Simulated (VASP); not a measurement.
# Cd2HgS3 in VASP: a series of runs, part 3 of 3

VASP 6.6.1. Earlier steps stand in the parts before.

## Step 5: Single point, PBE

This run uses another cell than the first one: it holds 12 atoms, not 6.

Input file INCAR:

```
PREC = Accurate
ENCUT = 520
EDIFF = 1E-6
ISMEAR = 0
SIGMA = 0.1
LREAL = F
LASPH = T
NELM = 100
ALGO = Normal
ISIF = 2
LWAVE = F
LCHARG = T
GGA = PE
LELF = T
LVHAR = T
NBANDS = 66
```

Input file KPOINTS:

```
Automatic mesh
0
Gamma
  4 2 2
```

Input file POSCAR:

```
Cd2HgS3
1.0
    4.2083124819      0.0000000000      0.0000000000
    0.0000000000      7.2890110328      0.0000000000
    0.0000000000      0.0000000000     10.2898583267
Cd Hg S
4 2 6
Direct
    0.5000000000      0.5000000000      0.0016241086
    0.0000000000      0.0000000000      0.0016241086
    0.5000000000      0.1666666667      0.3330594962
    1.0000000000      0.6666666667      0.3330594962
    1.0000000000      0.3333333333      0.6658967157
    0.5000000000      0.8333333333      0.6658967157
    1.0000000000      0.0000000000      0.7520355733
    0.5000000000      0.5000000000      0.7520355733
    1.0000000000      0.3333333333      0.4141796963
    0.5000000000      0.8333333333      0.4141796963
    0.5000000000      0.1666666667      0.0832044100
    1.0000000000      0.6666666667      0.0832044100
```

Potentials or basis: VASP PAW PBE potentials, release 64 (Cd, Hg, S).

Started as:

```bash
cat potpaw_PBE.64/Cd/POTCAR potpaw_PBE.64/Hg/POTCAR potpaw_PBE.64/S/POTCAR > POTCAR
mpirun -np 1 vasp_std > vasp.out
```

OUTCAR:

```text
PREC = Accurate
   ENCUT = 520
   EDIFF = 1E-6
   ISMEAR = 0
   LREAL = F
   LASPH = T
   NELM = 100
   ISIF = 2
   GGA = PE

 ion  position               nearest neighbor table
   1  0.500  0.500  0.002-   8 2.57  11 2.57  12 2.57  12 2.57
   2  0.000  0.000  0.002-   7 2.57  12 2.57  11 2.57  11 2.57
   3  0.500  0.167  0.333-   9 2.57   9 2.57  10 2.57  11 2.57
   4  0.000  0.667  0.333-  10 2.57  10 2.57   9 2.57  12 2.57
   5  0.000  0.333  0.666-   7 2.59   8 2.59   8 2.59   9 2.59
   6  0.500  0.833  0.666-   8 2.59   7 2.59   7 2.59  10 2.59
   7  0.000  0.000  0.752-   2 2.57   5 2.59   6 2.59   6 2.59
   8  0.500  0.500  0.752-   1 2.57   6 2.59   5 2.59   5 2.59
   9  0.000  0.333  0.414-   3 2.57   3 2.57   4 2.57   5 2.59
  10  0.500  0.833  0.414-   4 2.57   4 2.57   3 2.57   6 2.59
  11  0.500  0.167  0.083-   1 2.57   2 2.57   2 2.57   3 2.57
  12  0.000  0.667  0.083-   2 2.57   1 2.57   1 2.57   4 2.57

  LATTYP: Found a simple orthorhombic cell.
 ALAT       =     4.2083124819
 B/A-ratio  =     1.7320508076
[... 213 lines left out ...]
      5     -10.7443      2.00000
      6     -10.6595      2.00000
[... 817 lines left out ...]
     65       8.0387      0.00000
     66       8.0407      0.00000

------------------------ aborting loop because EDIFF is reached ----------------------------------------

  FORCE on cell =-STRESS in cart. coord.  units (eV):
  Direction    XX          YY          ZZ          XY          YZ          ZX
  --------------------------------------------------------------------------------------
  -------------------------------------------------------------------------------------
  Total        0.7566462      0.4746307      0.4374201      0.0000000      0.0128047      0.0000000
  in kB        3.8407626      2.4092420      2.2203599      0.0000000      0.0649970      0.0000000
  external PRESSURE =       2.8234548 kB  Pullay stress =       0.0000000 kB

 VOLUME and BASIS-vectors are now :
 -----------------------------------------------------------------------------
  energy-cutoff  :      520.00
  volume of cell :      315.64
      direct lattice vectors                 reciprocal lattice vectors
     4.208312482  0.000000000  0.000000000     0.237624940  0.000000000  0.000000000
     0.000000000  7.289011033  0.000000000     0.000000000  0.137192823  0.000000000
     0.000000000  0.000000000 10.289858327     0.000000000  0.000000000  0.097183068

 POSITION                                       TOTAL-FORCE (eV/Angst)
 -----------------------------------------------------------------------------------
      2.10416      3.64451      0.01671        -0.000000     -0.005812     -0.006583
      0.00000      0.00000      0.01671         0.000000     -0.005812     -0.006583
      2.10416      1.21484      3.42714        -0.000000     -0.005712     -0.001834
      0.00000      4.85934      3.42714         0.000000     -0.005712     -0.001834
      0.00000      2.42967      6.85198         0.000000     -0.012563     -0.020527
      2.10416      6.07418      6.85198        -0.000000     -0.012563     -0.020527
      0.00000      0.00000      7.73834        -0.000000      0.012754      0.024589
      2.10416      3.64451      7.73834        -0.000000      0.012754      0.024589
      0.00000      2.42967      4.26185         0.000000      0.005783      0.000685
      2.10416      6.07418      4.26185         0.000000      0.005783      0.000685
      2.10416      1.21484      0.85616         0.000000      0.005550      0.003670
      0.00000      4.85934      0.85616         0.000000      0.005550      0.003670
 -----------------------------------------------------------------------------------
    total drift:                                0.000000     -0.000051      0.000470

  FREE ENERGIE OF THE ION-ELECTRON SYSTEM (eV)
  ---------------------------------------------------
  free  energy   TOTEN  =       -33.5895604937 eV

  energy  without entropy=      -33.5891028572  energy(sigma->0) =      -33.58933168
```

stdout:

```text
POSCAR found type information on POSCAR CdHgS
 POSCAR found :  3 types and      12 ions
 scaLAPACK will be used
 LDA part: xc-table for (Slater+PW92), standard interpolation
 POSCAR, INCAR and KPOINTS ok, starting setup
 FFT: planning ... GRIDC
 FFT: planning ... GRID_SOFT
 FFT: planning ... GRID
 WAVECAR not read
 entering main loop
```

It took 5.9 min on 1 thread of Intel Xeon Platinum 8259CL at 2.50GHz (Skylake/Cascade Lake), shared host; peak memory 0.48 GiB.

Results:

```yaml
Free_energy: -33.5896 eV
Pressure: 0.3 GPa
Largest_force: 0.028 eV/Å
Band_gap_on_the_k_mesh: 0.35 eV
```

Forces on the atoms (eV/Å):
```
Cd   0.000 -0.006 -0.007
Cd   0.000 -0.006 -0.007
Cd   0.000 -0.006 -0.002
Cd   0.000 -0.006 -0.002
Hg   0.000 -0.013 -0.021
Hg   0.000 -0.013 -0.021
S    0.000  0.013  0.025
S    0.000  0.013  0.025
S    0.000  0.006  0.001
S    0.000  0.006  0.001
S    0.000  0.006  0.004
S    0.000  0.006  0.004
```

Caveat: the k points lie up to 0.43 Å⁻¹ apart; spin-orbit coupling is left out, which moves the levels of the heavy elements.

## Step 6: Single point, PBE

This run uses another cell than the first one: it holds 12 atoms, not 6.

INCAR, as its differences from that of step 5:

```diff
@@ -2,3 +2,3 @@
 ENCUT = 520
-EDIFF = 1E-6
+EDIFF = 1E-7
 ISMEAR = 0
```

Input file KPOINTS:

```
regular mesh
0
Gamma
  4 2 2
```

Input file POSCAR:

```
Cd2HgS3
1.0
    4.2120145229      0.0032556313     -0.0008502852
    0.0050877070      7.2702068376     -0.0122136808
   -0.0021996217     -0.0175509336     10.3003425448
Cd Hg S
4 2 6
Direct
    0.4999206611      0.4997929346      0.0017034171
    0.0002048016     -0.0003837885      0.0016562781
    0.4990517763      0.1669331982      0.3325879956
    0.9997321950      0.6667766725      0.3328005378
    1.0028871066      0.3334742548      0.6655569129
    0.4988447281      0.8335859204      0.6653515865
    0.9993197975      0.0001227956      0.7525615125
    0.5017417976      0.5002528355      0.7525479335
    0.9990836064      0.3333255180      0.4143030602
    0.4995004989      0.8335009939      0.4141470788
    0.4999346378      0.1663206749      0.0833143460
    0.9997783928      0.6662979900      0.0834693413
```

Potentials or basis: VASP PAW PBE potentials, release 64 (Cd, Hg, S).

Started as:

```bash
cat potpaw_PBE.64/Cd/POTCAR potpaw_PBE.64/Hg/POTCAR potpaw_PBE.64/S/POTCAR > POTCAR
mpirun -np 1 vasp_std > vasp.out
```

Wall time 6.1 min (1 thread of Intel Xeon Platinum 8259CL at 2.50GHz (Skylake/Cascade Lake), shared host); peak memory 0.47 GiB.

It converged, with:

| Quantity | Value |
| --- | --- |
| Free energy | -33.5891 eV |
| Pressure | 0.3 GPa |
| Largest force | 0.013 eV/Å |
| Band gap on the k mesh | 0.35 eV |

Forces in eV/Å, atoms in the order of the input:
```
Cd   0.002 -0.005 -0.011
Cd   0.001 -0.002 -0.007
Cd   0.005 -0.004  0.011
Cd   0.002 -0.005  0.010
Hg  -0.001 -0.008 -0.004
Hg   0.004 -0.009 -0.005
S   -0.003  0.008  0.001
S   -0.004  0.007  0.003
S   -0.001  0.006 -0.001
S   -0.001  0.002  0.002
S   -0.002  0.005  0.001
S   -0.001  0.005  0.001
```

Stress tensor (GPa, compression positive):
```
 0.38 -0.03 -0.01
-0.03  0.34  0.02
-0.01  0.02  0.23
```

Levels at points of the mesh, in eV from the valence-band top:
| k point | band 52 | band 53 | band 54 | band 55 | band 56 | band 57 |
| --- | --- | --- | --- | --- | --- | --- |
| (0.00, 0.00, 0.00) | -0.09 | -0.01 | 0.00 | 0.35 | 2.18 | 2.58 |
| (0.50, 0.00, 0.00) | -1.50 | -0.85 | -0.84 | 3.15 | 3.15 | 4.05 |
| (0.00, 0.50, 0.00) | -0.53 | -0.52 | -0.52 | 2.15 | 2.16 | 3.41 |
| (0.50, 0.50, 0.00) | -1.23 | -1.00 | -0.99 | 2.82 | 2.83 | 3.49 |
| (0.00, 0.00, 0.50) | -0.45 | -0.09 | -0.08 | 1.34 | 1.91 | 2.25 |
| (0.50, 0.00, 0.50) | -1.31 | -1.21 | -1.20 | 3.14 | 3.14 | 3.93 |
| (0.00, 0.50, 0.50) | -0.88 | -0.44 | -0.44 | 2.28 | 2.28 | 3.10 |
| (0.50, 0.50, 0.50) | -0.84 | -0.80 | -0.80 | 2.25 | 2.26 | 3.73 |

Caveat: the k points lie up to 0.43 Å⁻¹ apart; spin-orbit coupling is left out, which moves the levels of the heavy elements.

## Step 7: Summary

| task | cell | k mesh | cutoff (eV) | gap on the mesh (eV) | pressure (GPa) | largest force (eV/Å) |
| --- | --- | --- | --- | --- | --- | --- |
| single point | a = 4.097, b = 4.097, c = 10.035 Å, angles 90.0, 90.0, 120.0°, 6 atoms | 6 × 6 × 2 | 520 | 0.48 | 5.4 | 0.19 |
| single point | a = 4.208, b = 4.208, c = 10.290 Å, angles 90.0, 90.0, 120.0°, 6 atoms | 6 × 6 × 2 | 520 | 0.36 | 0.3 | 0.04 |
| relaxation of cell and atoms | relaxed from a = 4.097, b = 4.097, c = 10.035 Å, angles 90.0, 90.0, 120.0°, 6 atoms | 6 × 6 × 2 | 600 | 0.35 | 0.0 | 0.03 |
| single point | a = 4.208, b = 7.289, c = 10.290 Å, 12 atoms | 4 × 2 × 2 | 520 | 0.35 | 0.3 | 0.03 |
| single point | a = 4.212, b = 7.270, c = 10.300 Å, angles 90.2, 90.0, 89.9°, 12 atoms | 4 × 2 × 2 | 520 | 0.35 | 0.3 | 0.01 |

Alike in all rows: level PBE; potentials or basis VASP PAW PBE potentials, release 64 (Cd, Hg, S); no spin polarisation; smearing gaussian 0.1 eV.

Caveats: some runs use coarse meshes; spin-orbit coupling is left out, which moves the levels of the heavy elements.

Absolute energies hang on the potentials; compare differences alone.
